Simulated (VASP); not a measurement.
# Cr (Im-3m) in VASP: a series of runs

Runs on Cr. Level: PBE. Tasks: single point.

Everything below comes from runs of VASP 6.6.1. Logs are shortened: lines on timing, memory, paths and dates and some standing lists are left out, and cuts for length are marked.

## 1. The cell of the first run

The structure is cubic, space group Im-3m (No. 229). The conventional cell has a = 2.880 Å, b = 2.880 Å, c = 2.880 Å, α = 90.00°, β = 90.00°, γ = 90.00°. Within 3.3 Å of Cr (site symmetry m-3m) lie 14 Cr at 2.49 to 2.88 Å.

## 2. Single point, PBE

Input file INCAR:

```
PREC     = Accurate       # precision mode
ENCUT    = 500            # plane-wave cutoff, eV
EDIFF    = 1E-6           # SCF threshold, eV
ISMEAR   = 0              # smearing method
SIGMA    = 0.05           # smearing width, eV
LREAL    = F              # projectors in reciprocal space
LASPH    = T              # aspherical terms in the spheres
NELM     = 120            # most SCF steps
ALGO     = Normal         # electronic algorithm
ISIF     = 2              # what is computed and relaxed
LWAVE    = F              # write WAVECAR
LCHARG   = F              # write CHGCAR
GGA      = PE             # functional
NBANDS   = 12             # bands
GGA_COMPAT= F
```

Input file KPOINTS:

```
Automatic mesh
0
Gamma
  16 16 16
```

Input file POSCAR:

```
Cr
1.0
   -1.4399985532      1.4399985532      1.4399985532
    1.4399985532     -1.4399985532      1.4399985532
    1.4399985532      1.4399985532     -1.4399985532
Cr
1
Direct
    0.0000000000      0.0000000000      0.0000000000
```

Potentials or basis: VASP PAW PBE potentials, release 64 (Cr_pv).

Launch:

```console
> cat potpaw_PBE.64/Cr_pv/POTCAR > POTCAR
> mpirun -np 1 vasp_std > vasp.out
```

OUTCAR:

```text
PREC = Accurate
   ENCUT = 500
   EDIFF = 1E-6
   ISMEAR = 0
   LREAL = F
   LASPH = T
   NELM = 120
   ISIF = 2
   GGA = PE

 ion  position               nearest neighbor table
   1  0.000  0.000  0.000-

  LATTYP: Found a body centered cubic cell.
 ALAT       =     2.8799971064

  Lattice vectors:

 A1 = (  -1.4399985532,   1.4399985532,   1.4399985532)
 A2 = (   1.4399985532,  -1.4399985532,   1.4399985532)
 A3 = (   1.4399985532,   1.4399985532,  -1.4399985532)

Analysis of symmetry for initial positions (statically):
=====================================================================
 Subroutine PRICEL returns:
 Original cell was already a primitive cell.

 Routine SETGRP: Setting up the symmetry group for a
 body centered cubic supercell.

 Subroutine GETGRP returns: Found 48 space group operations
 (whereof 48 operations were pure point group operations)
 out of a pool of 48 trial point group operations.

The static configuration has the point symmetry O_h .

Analysis of symmetry for dynamics (positions and initial velocities):
=====================================================================
 Subroutine PRICEL returns:
 Original cell was already a primitive cell.

 Routine SETGRP: Setting up the symmetry group for a
 body centered cubic supercell.

 Subroutine GETGRP returns: Found 48 space group operations
 (whereof 48 operations were pure point group operations)
 out of a pool of 48 trial point group operations.

The dynamic configuration has the point symmetry O_h .

 Subroutine INISYM returns: Found 48 space group operations
 (whereof 48 operations are pure point group operations),
 and found     1 'primitive' translations

----------------------------------------------------------------------------------------

                                     Primitive cell

  volume of cell :      11.9439

  direct lattice vectors                    reciprocal lattice vectors
    -1.439998553  1.439998553  1.439998553     0.000000000  0.347222571  0.347222571
     1.439998553 -1.439998553  1.439998553     0.347222571  0.000000000  0.347222571
     1.439998553  1.439998553 -1.439998553     0.347222571  0.347222571  0.000000000

  length of vectors
     2.494150657  2.494150657  2.494150657     0.491046869  0.491046869  0.491046869

  position of ions in fractional coordinates (direct lattice)
     0.000000000  0.000000000  0.000000000

  ion indices of the primitive-cell ions
   primitive index   ion index
                 1           1

----------------------------------------------------------------------------------------

 KPOINTS: Automatic mesh

Automatic generation of k-mesh.
 Grid dimensions read from file:
 generate k-points for:   16   16   16

 Generating k-lattice:

  Cartesian coordinates                     Fractional coordinates (reciprocal lattice)
     0.000000000  0.021701411  0.021701411     0.062500000  0.000000000  0.000000000
     0.021701411  0.000000000  0.021701411     0.000000000  0.062500000  0.000000000
     0.021701411  0.021701411  0.000000000     0.000000000  0.000000000  0.062500000

  Length of vectors
     0.030690429  0.030690429  0.030690429

  Shift w.r.t. Gamma in fractional coordinates (k-lattice)
     0.000000000  0.000000000  0.000000000

 Subroutine IBZKPT returns following result:
 ===========================================

 Found    145 irreducible k-points:

 Following reciprocal coordinates:
            Coordinates               Weight
  0.000000  0.000000  0.000000      1.000000
  0.062500  0.000000  0.000000     12.000000
  0.125000  0.000000  0.000000     12.000000
  0.187500  0.000000  0.000000     12.000000
  0.250000  0.000000  0.000000     12.000000
  0.312500  0.000000  0.000000     12.000000
[... 16 lines left out ...]
  0.187500  0.187500  0.000000     24.000000
  0.250000  0.187500  0.000000     48.000000
 [... further k-points ...]
   k-points           NKPTS =    145   k-points in BZ     NKDIM =    145   number of bands    NBANDS=     12
   number of dos      NEDOS =    301   number of ions     NIONS =      1
   total plane-waves  NPLWV =   5832
   dimension x,y,z NGX =    18 NGY =   18 NGZ =   18
   dimension x,y,z NGXF=    36 NGYF=   36 NGZF=   36
   ions per type =               1
   NGX,Y,Z   is equivalent  to a cutoff of  12.00, 12.00, 12.00 a.u.
   NGXF,Y,Z  is equivalent  to a cutoff of  24.00, 24.00, 24.00 a.u.
 SYSTEM =  unknown system
   PREC   = accura    normal or accurate (medium, high low for compatibility)
   ISTART =      0    job   : 0-new  1-cont  2-samecut
   ICHARG =      2    charge: 1-file 2-atom 10-const
   ISPIN  =      1    spin polarized calculation?
   LNONCOLLINEAR =      F non collinear calculations
   LSORBIT =      F    spin-orbit coupling
   LASPH  =      T    aspherical Exc in radial PAW
   ENCUT  =  500.0 eV  36.75 Ry    6.06 a.u.   4.55  4.55  4.55*2*pi/ulx,y,z
   NELM   =    120;   NELMIN=  2; NELMDL= -5     # of ELM steps
   EDIFF  = 0.1E-05   stopping-criterion for ELM
   LREAL  =      F    real-space projection
   EDIFFG = 0.1E-04   stopping-criterion for IOM
   NSW    =      0    number of steps for IOM
   IBRION =     -1    ionic relax: 0-MD 1-quasi-New 2-CG
   NFREE  =      0    steps in history (QN), initial steepest desc. (CG)
   ISIF   =      2    stress and relaxation
   ISYM   =      2    0-nonsym 1-usesym 2-fastsym
   POTIM  = 0.5000    time-step for ionic-motion
   TEBEG  =    0.0;   TEEND  =   0.0 temperature during run
   PSTRESS=    0.0 pullay stress
   NELECT =      12.0000    total number of electrons
   NUPDOWN=      -1.0000    fix difference up-down
   EMIN   =  10.00;   EMAX   =-10.00  energy-range for DOS
   EFERMI =   0.00;   METHOD = LEGACY
   ISMEAR =     0;   SIGMA  =   0.05  broadening in eV -4-tet -1-fermi 0-gaus
   EFERMI_NEDOS =   21; number of points for ismear=-14 and -15
   IALGO  =     38    algorithm
   IMIX   =      4    mixing-type and parameters
     AMIX     =   0.40;   BMIX     =  1.00
     AMIX_MAG =   1.60;   BMIX_MAG =  1.00
  volume/ion in A,a.u.               =      11.94        80.60
  Fermi-wavevector in a.u.,A,eV,Ry     =   1.639658  3.098504 36.578955  2.688477
  Thomas-Fermi vector in A             =   2.730427
   LORBIT       =      0    0 simple, 1 ext, 2 COOP (PROOUT), +10 PAW based schemes
   GGA     = PE    functional components
   LHFCALC =     F    Hartree Fock is set to
   AEXX    =    0.0000 exact exchange contribution
   IVDW    =     0    specifies the selected vdW correction
   LEPSILON=     F    determine dielectric tensor
   LRPA    =     F    only Hartree local field effects (RPA)
 non-spin polarized calculation
 Gauss-broadening in eV      SIGMA  =   0.05
  energy-cutoff  :      500.00
  volume of cell :       11.94
 maximum number of plane-waves:       321
   NGX =  9   NGY =  9   NGZ =  9

 number of electron      11.9999982 magnetization

 Free energy of the ion-electron system (eV)
  ---------------------------------------------------
  ext. energy  EPLUGINS =         0.00000000
  ---------------------------------------------------
  free energy    TOTEN  =        -9.50668678 eV

  energy without entropy =       -9.50559208  energy(sigma->0) =       -9.50613943

 E-fermi :  10.4587     XC(G=0): -13.4815

 val. band max:       10.4393352248   @ k =  -0.1875   0.1875   0.1250
 cond. band min:      10.4654995686   @ k =  -0.1875   0.1875   0.1250
 fundamental gap:      0.0261643438
 Fermi energy:        10.4587466515

 k-point     1 :       0.0000    0.0000    0.0000
  band No.  band energies     occupation
      1     -32.2771      2.00000
      2     -32.2771      2.00000
      3     -32.2771      2.00000
      4       2.7672      2.00000
      5       9.6259      2.00000
      6       9.6259      2.00000
      7       9.6259      2.00000
      8      11.5920      0.00000
      9      11.5920      0.00000
     10      17.5786      0.00000
     11      32.5426      0.00000
     12      32.5426      0.00000

 k-point     2 :       0.0625    0.0000    0.0000
  band No.  band energies     occupation
      1     -32.3098      2.00000
      2     -32.2872      2.00000
      3     -32.2773      2.00000
      4       2.9338      2.00000
      5       9.5629      2.00000
      6       9.6155      2.00000
      7       9.7368      2.00000
      8      11.5219      0.00000
      9      11.5965      0.00000
     10      17.5787      0.00000
     11      32.1132      0.00000
     12      32.4844      0.00000

 k-point     3 :       0.1250    0.0000    0.0000
  band No.  band energies     occupation
      1     -32.4020      2.00000
      2     -32.3159      2.00000
      3     -32.2778      2.00000
      4       3.4166      2.00000
      5       9.3870      2.00000
      6       9.5627      2.00000
      7      10.0600      2.00000
      8      11.3687      0.00000
      9      11.6123      0.00000
     10      17.5786      0.00000
     11      30.9152      0.00000
     12      32.1527      0.00000
[... 286 lines left out ...]
 k-point    23 :       0.1875    0.1875    0.0000
  band No.  band energies     occupation
      1     -32.8361      2.00000
      2     -32.4702      2.00000
      3     -32.3352      2.00000
      4       6.2158      2.00000
      5       8.5926      2.00000
      6       8.8436      2.00000
      7      11.1415      0.00000
      8      11.9128      0.00000
      9      12.5659      0.00000
     10      17.5775      0.00000
     11      25.8236      0.00000
     12      26.6368      0.00000

 k-point    24 :       0.2500    0.1875    0.0000
  band No.  band energies     occupation
      1     -32.9191      2.00000
      2     -32.5380      2.00000
      3     -32.3458      2.00000
      4       6.8096      2.00000
      5       8.3740      2.00000
      6       8.9148      2.00000
      7      11.2635      0.00000
      8      11.9964      0.00000
      9      13.5551      0.00000
     10      17.5768      0.00000
     11      23.8276      0.00000
     12      25.4770      0.00000

 [... further k-points ...]

------------------------ aborting loop because EDIFF is reached ----------------------------------------

  FORCE on cell =-STRESS in cart. coord.  units (eV):
  Direction    XX          YY          ZZ          XY          YZ          ZX
  --------------------------------------------------------------------------------------
  -------------------------------------------------------------------------------------
  Total       -0.6402291     -0.6402291     -0.6402291      0.0000000      0.0000000      0.0000000
  in kB      -85.8815355    -85.8815355    -85.8815355      0.0000000      0.0000000      0.0000000
  external PRESSURE =     -85.8815355 kB  Pullay stress =       0.0000000 kB

 VOLUME and BASIS-vectors are now :
 -----------------------------------------------------------------------------
  energy-cutoff  :      500.00
  volume of cell :       11.94
      direct lattice vectors                 reciprocal lattice vectors
    -1.439998553  1.439998553  1.439998553     0.000000000  0.347222571  0.347222571
     1.439998553 -1.439998553  1.439998553     0.347222571  0.000000000  0.347222571
     1.439998553  1.439998553 -1.439998553     0.347222571  0.347222571  0.000000000

 POSITION                                       TOTAL-FORCE (eV/Angst)
 -----------------------------------------------------------------------------------
      0.00000      0.00000      0.00000        -0.000000      0.000000     -0.000000
 -----------------------------------------------------------------------------------
    total drift:                                0.000000      0.000000      0.000000

  FREE ENERGIE OF THE ION-ELECTRON SYSTEM (eV)
  ---------------------------------------------------
  free  energy   TOTEN  =        -9.5066867834 eV

  energy  without entropy=       -9.5055920804  energy(sigma->0) =       -9.50613943
```

Run time: 23 s. Hardware: 1 thread of Intel Xeon 8259CL, shared host; peak memory 0.13 GiB.

Results:

```
Free energy            : -9.5067 eV
Pressure               : -8.6 GPa
Band gap on the k mesh : zero (band 6 reaches 12.82 eV, above the bottom of band 7 at 9.63 eV)
```

Caveat: the run has no spin polarisation, though such a crystal can be magnetic. Spin polarisation is off, so any magnetic state and its effect on volume and gap are missing.

[end of part 1 of 2]
